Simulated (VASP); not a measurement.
# Sb: single point with r2SCAN

Sb:

```xyz
1
Lattice="-1.5765 1.5765 2.7119 1.5765 -1.5765 2.7119 1.5765 1.5765 -2.7119" Properties=species:S:1:pos:R:3 pbc="T T T"
Sb    0.0000    0.0000    0.0000
```

```json
{
 "Program": "VASP 6.6.1",
 "Task": "single point",
 "Functional": "r2SCAN",
 "Potentials or basis": "VASP PAW PBE potentials, release 64 (Sb)",
 "Cutoff": "520 eV",
 "k mesh": "5 × 5 × 5",
 "Occupations": "fermi-dirac, width 0.01 eV",
 "Spin": "no spin polarisation",
 "Dipole correction": "no",
 "Further INCAR settings": "ALGO = Normal; EDIFF = 1e-06; NBANDS = 8"
}
```

```json
{
 "Pressure": "0.8 GPa"
}
```

Stress tensor (GPa, compression positive):
```
0.03 0.00 0.00
0.00 0.03 0.00
0.00 0.00 2.23
```

Levels at points of the mesh, in eV from the Fermi level:
```tsv
k point	band 1	band 2	band 3	band 4	band 5	band 6	band 7
(0.00, 0.00, 0.00)	-13.79	4.68	5.53	5.53	9.50	11.02	11.08
```

It took 14 s on 1 thread of Intel(R) Xeon(R) Platinum 8559C (Emerald Rapids), on a shared host, peak memory 0.16 GiB.

Caveat: the k points lie up to 0.56 Å⁻¹ apart; the PAW data sets were made with another functional, which shifts forces and pressure a little; spin-orbit coupling is left out, which moves the levels of the heavy elements.
